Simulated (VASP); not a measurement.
# SnO2 (P1) in VASP: notebook, part 2 of 2

VASP 6.6.1. Earlier steps stand in the parts before.

### Step 3. Single point, PBEsol

Input file INCAR:

```
PREC     = Accurate       # precision mode
ENCUT    = 520            # plane-wave cutoff, eV
EDIFF    = 1E-6           # SCF threshold, eV
ISMEAR   = -1             # smearing method
SIGMA    = 0.3            # smearing width, eV
LREAL    = Auto         
LASPH    = True           # aspherical terms in the spheres
NELM     = 80             # most SCF steps
ALGO     = Normal         # electronic algorithm
ISIF     = 2              # what is computed and relaxed
LWAVE    = False          # write WAVECAR
LCHARG   = False          # write CHGCAR
GGA      = PS             # functional
NBANDS   = 122            # bands
```

Input file KPOINTS:

```
Automatic mesh
0
Gamma
  3 3 3
```

Input file POSCAR:

```
SnO2
1.0
    0.0000000000      5.9365520000      5.4164920000
    4.8879970000      0.0000000000      5.4164920000
    4.8879970000      5.9365520000      0.0000000000
Sn O
8 16
Direct
    0.4716730147      0.2617906367      0.2523667983
    0.4907448147      0.7636279417      0.2813195082
   -0.0370132999      0.2624174914      0.3529879599
    0.3866322493      0.3379695779      0.7496333810
    0.9438517036      0.8163835188      0.7172303521
    0.0170543742      0.2192424762      0.8075993979
    0.5744858027      0.7055123954      0.7614074902
    0.9826044918      0.7884864652      0.2328316739
    0.9892881059      0.1036702147      0.6357123995
    0.7724499808      0.2605987156      0.0915700766
    0.3212207782      0.2556655165      0.5928620092
    0.3728401338      0.0801467809      0.1765023128
    0.1492205066      0.4399615692      0.2630053107
    0.1190743284      0.2926312552      0.9632205794
    0.6404104550      0.4244300359      0.4307668884
    0.5517540972      0.4392378585      0.8207260899
    0.4703951022      0.6106366800      0.1511272900
    0.2643695809      0.6726575577      0.6087466657
    0.7731038711      0.8267877193      0.0007291552
    0.9003862944      0.5758828481      0.6636023644
    0.4979899259      0.9789253912      0.8385266244
    0.6023188906      0.8678577478      0.4245734874
    0.2006756927      0.8953473422      0.9274033674
   -0.0878488487      0.9832992620      0.4280968580
```

Potentials or basis: VASP PAW PBE potentials, release 64 (Sn_d, O).

Started as:

```
> cat potpaw_PBE.64/Sn_d/POTCAR potpaw_PBE.64/O/POTCAR > POTCAR
> mpirun -np 1 vasp_std > vasp.out
```

OUTCAR:

```text
PREC = Accurate
   ENCUT = 520
   EDIFF = 1E-6
   ISMEAR = -1
   LREAL = Auto
   LASPH = True
   NELM = 80
   ISIF = 2
   GGA = PS

 ion  position               nearest neighbor table
   1  0.472  0.262  0.252-  10 1.99  11 2.16  13 2.21  12 2.23  17 2.32  22 2.54  16 2.80   2 3.47
                             6 3.67   3 3.70   4 3.72   6 3.73
   2  0.491  0.764  0.281-  17 1.90  12 1.99  19 2.15  18 2.16  15 2.25  22 2.26   1 3.47   4 3.60
                             5 3.65
   3  0.963  0.262  0.353-  24 2.05  15 2.06   9 2.06  13 2.10  14 2.46  12 2.55   5 3.27   8 3.61
                             6 3.63   1 3.70   4 3.72
   4  0.387  0.338  0.750-  14 1.91  11 1.94  18 2.16  16 2.18  15 2.20  21 2.23   6 3.24   5 3.57
                             2 3.60   3 3.72   1 3.72   7 3.73
   5  0.944  0.816  0.717-  19 1.81  18 2.01   9 2.07  24 2.13  20 2.18  21 2.83   7 3.26   3 3.27
                             4 3.57   8 3.64   2 3.65   6 3.66
   6  0.017  0.219  0.808-  10 1.95   9 2.00  11 2.11  14 2.12  23 2.19  20 2.27   4 3.24   8 3.43
                             7 3.62   3 3.63   5 3.66   1 3.67   1 3.73
   7  0.574  0.706  0.761-  16 1.88  21 2.02  20 2.05  22 2.27  23 2.35  17 2.47   5 3.26   8 3.51
[... 247 lines left out ...]
      2     -15.8915      2.00000
      3     -15.8213      2.00000
      4     -15.7597      2.00000
      5     -15.7058      2.00000
      6     -15.6763      2.00000
[... 1655 lines left out ...]
    115      11.3727      0.00000
    116      11.7509      0.00000
 [bands above 116 left out]

------------------------ aborting loop because EDIFF is reached ----------------------------------------

  FORCE on cell =-STRESS in cart. coord.  units (eV):
  Direction    XX          YY          ZZ          XY          YZ          ZX
  --------------------------------------------------------------------------------------
  -------------------------------------------------------------------------------------
  Total        0.4460558    -10.2960570    -14.0641766      2.5980342      3.5873891      0.1068910
  in kB        2.2734555    -52.4769048    -71.6822426     13.2416509     18.2841913      0.5448016
  external PRESSURE =     -40.6285640 kB  Pullay stress =       0.0000000 kB

 VOLUME and BASIS-vectors are now :
 -----------------------------------------------------------------------------
  energy-cutoff  :      520.00
  volume of cell :      314.35
      direct lattice vectors                 reciprocal lattice vectors
     0.000000000  5.936552000  5.416492000    -0.102291388  0.084223974  0.092310669
     4.887997000  0.000000000  5.416492000     0.102291388 -0.084223974  0.092310669
     4.887997000  5.936552000  0.000000000     0.102291388  0.084223974 -0.092310669

 POSITION                                       TOTAL-FORCE (eV/Angst)
 -----------------------------------------------------------------------------------
      2.51320      4.29830      3.97280         0.699690     -0.800567     -0.268156
      5.10770      4.58340      6.79430         0.296848      2.117962      1.036221
      3.00810      7.81235      6.63739        -1.634001     -1.237441      1.280882
      5.31620      6.74550      3.92480        -0.284206      2.634830      3.135224
      7.49630      9.86110      9.53430        -3.101165     -1.673006      0.831898
      5.01920      4.89560      1.27990         0.021157      1.294841      1.502243
[... 16 lines left out ...]
      8.90960      6.69690      5.93660         0.411799     -0.808536     -1.749443
      6.89890      7.95645     10.26669        -1.213595      0.537486     -0.258677
 -----------------------------------------------------------------------------------
    total drift:                               -0.004361     -0.031410     -0.025574

  FREE ENERGIE OF THE ION-ELECTRON SYSTEM (eV)
  ---------------------------------------------------
  free  energy   TOTEN  =      -148.2812383756 eV

  energy  without entropy=     -147.4285704211  energy(sigma->0) =     -147.85490440
```

OSZICAR:

```text
N       E                     dE             d eps       ncg     rms          rms(c)
DAV:   1     0.385073586857E+04    0.38507E+04   -0.87867E+04  3768   0.264E+03
DAV:   2     0.826409652580E+03   -0.30243E+04   -0.28926E+04  3448   0.850E+02
DAV:   3    -0.617644029018E+02   -0.88817E+03   -0.84392E+03  3794   0.323E+02
DAV:   4    -0.167684163182E+03   -0.10592E+03   -0.10331E+03  4136   0.121E+02
DAV:   5    -0.171867958584E+03   -0.41838E+01   -0.41463E+01  4016   0.243E+01    0.291E+01
DAV:   6    -0.148219861834E+03    0.23648E+02   -0.88310E+01  5232   0.836E+01    0.115E+01
DAV:   7    -0.148899648196E+03   -0.67979E+00   -0.15777E+01  4136   0.145E+01    0.781E+00
DAV:   8    -0.148409562036E+03    0.49009E+00   -0.18057E+00  4896   0.767E+00    0.473E+00
DAV:   9    -0.148321103917E+03    0.88458E-01   -0.10107E+00  4120   0.457E+00    0.149E+00
DAV:  10    -0.148281113973E+03    0.39990E-01   -0.10892E-01  4608   0.226E+00    0.567E-01
DAV:  11    -0.148280188133E+03    0.92584E-03   -0.59985E-02  4760   0.104E+00    0.226E-01
DAV:  12    -0.148280925441E+03   -0.73731E-03   -0.63462E-03  4384   0.397E-01    0.147E-01
DAV:  13    -0.148281223969E+03   -0.29853E-03   -0.10505E-03  4256   0.164E-01    0.709E-02
DAV:  14    -0.148281234411E+03   -0.10442E-04   -0.32575E-04  4688   0.103E-01    0.296E-02
DAV:  15    -0.148281237578E+03   -0.31664E-05   -0.53555E-05  4208   0.373E-02    0.170E-02
DAV:  16    -0.148281238451E+03   -0.87315E-06   -0.13527E-05  3904   0.184E-02    0.872E-03
DAV:  17    -0.148281238376E+03    0.75335E-07   -0.45296E-06  3152   0.119E-02
   1 F= -.14828124E+03 E0= -.14785490E+03  d E =-.852668E+00
```

stdout:

```text
POSCAR found type information on POSCAR SnO
 POSCAR found :  2 types and      24 ions
 scaLAPACK will be used
 -----------------------------------------------------------------------------
|                                                                             |
|                                                                             |
|     You enforced a specific xc type in the INCAR file but a different       |
|     I HOPE YOU KNOW WHAT YOU ARE DOING!                                     |
|                                                                             |
 -----------------------------------------------------------------------------

 LDA part: xc-table for (Slater+PW92), standard interpolation
 POSCAR, INCAR and KPOINTS ok, starting setup
 FFT: planning ... GRIDC
 FFT: planning ... GRID_SOFT
 FFT: planning ... GRID
 WAVECAR not read
 entering main loop
```

Run time: 29 min. Hardware: 1 thread of Intel Xeon Platinum 8259CL at 2.50GHz (Skylake/Cascade Lake), shared host; peak memory 0.64 GiB.

Results:

* Free energy: -148.2812 eV
* Pressure: -4.1 GPa
* Largest force: 4.707 eV/Å
* Band gap on the k mesh: 0.07 eV (least direct gap 0.35 eV)

Forces in eV/Å, atoms in the order of the input:
```
Sn   0.700 -0.801 -0.268
Sn   0.297  2.118  1.036
Sn  -1.634 -1.237  1.281
Sn  -0.284  2.635  3.135
Sn  -3.101 -1.673  0.832
Sn   0.021  1.295  1.502
Sn   3.196 -1.499  0.806
Sn  -0.032 -0.240  0.145
O    0.255 -0.473  0.530
O   -0.590  0.440 -1.853
O   -3.070 -3.547 -0.378
O    2.009  0.523  0.143
O    1.446 -1.225  0.224
O    3.336  0.414 -1.411
O   -0.482  0.970  1.014
O   -1.148  0.147 -3.047
O   -1.554 -2.097 -1.917
O    0.245 -0.343 -0.182
O    2.859  3.027 -1.741
O    0.291  0.230  0.044
O   -0.945  0.775  1.718
O   -1.014  0.834  0.396
O    0.412 -0.809 -1.749
O   -1.214  0.537 -0.259
```

Caveat: the stress differs along the axes, from -7 to 0 GPa; the smearing spreads over this small gap; the atoms stand as in a frame of molecular dynamics; so wide a smearing shifts energies and pressures; semilocal functionals underestimate gaps, and a narrow one can read as zero; the PAW data sets were made with another functional, which shifts forces and pressure a little; spin-orbit coupling is left out, which moves the levels of the heavy elements. A k mesh can miss the band edges.
